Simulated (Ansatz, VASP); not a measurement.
KBr in VASP and in Ansatz

```
CELL_PARAMETERS angstrom
0.00000 3.37481 3.29250
3.37481 0.00000 3.29250
3.37481 3.37481 0.00000
ATOMIC_POSITIONS crystal
K 0.00000 0.00000 0.00000
Br 0.50000 0.50000 0.50000
```

Change from the starting cell: strain +0.025 along x and y, +0.000 along z, atoms carried along.

Alike in both runs: task single point; functional PBE; k mesh 6 × 6 × 6; occupations gaussian, width 0.05 eV; no spin polarisation.

|  | VASP | Ansatz |
| --- | --- | --- |
| version | VASP 6.6.1 | Ansatz 0.2.0 |
| potentials or method | VASP PAW PBE potentials, release 64 (K_sv, Br), cutoff 520 eV | scalar-relativistic, plane waves, PAW |
| valence electrons in the cell | 16 | 16 |

|  | VASP | Ansatz | Ansatz less VASP |
| --- | --- | --- | --- |
| gap on the k mesh at the Fermi level (eV) | 4.32 | 4.32 | +0.001 |
| least direct gap on the mesh (eV) | 4.32 | 4.32 | +0.001 |
| pressure (GPa) | 0.1 | 0.1 | -0.03 |
| traceless stress, the component that is largest in VASP (GPa) | 0.46 | 0.45 | -0.008 |
